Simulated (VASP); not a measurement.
Input of a VASP 6.6.1 run:

INCAR

```
SYSTEM = Si
PREC = Accurate
ENCUT = 520
EDIFF = 1E-8
ISMEAR = -1
SIGMA = 0.08
LREAL = .FALSE.
LASPH = .TRUE.
NELM = 80
ALGO = Normal
ISIF = 2
LWAVE = .FALSE.
LCHARG = .FALSE.
GGA = PE
LEFG = .TRUE.
NBANDS = 11
```

File KPOINTS:

```
regular mesh
0
G
  11 11 11
  0 0 0
```

File POSCAR:

```
Si
1.0
    0.0000000000      2.6787699606      2.6787699606
    2.6787699606      0.0000000000      2.6787699606
    2.6787699606      2.6787699606      0.0000000000
Si
2
Direct
    0.5000000000      0.5000000000      0.5000000000
    0.7500000000      0.7500000000      0.7500000000
```

Potentials or basis: VASP PAW PBE potentials, release 64 (Si).

Run with:

```sh
$ cat potpaw_PBE.64/Si/POTCAR > POTCAR
$ mpirun -np 1 vasp_std > vasp.out
```

Question: Predict the pressure.

Answer: 6.2 GPa.

Question: Predict the band gap on the k mesh.

Answer: 0.52 eV, indirect (least direct gap 2.58 eV).

Caveat: without QUAD_EFG the Cq values of the log hold for a quadrupole moment of 1 mb, not for the nuclei. A k mesh can miss the band edges.
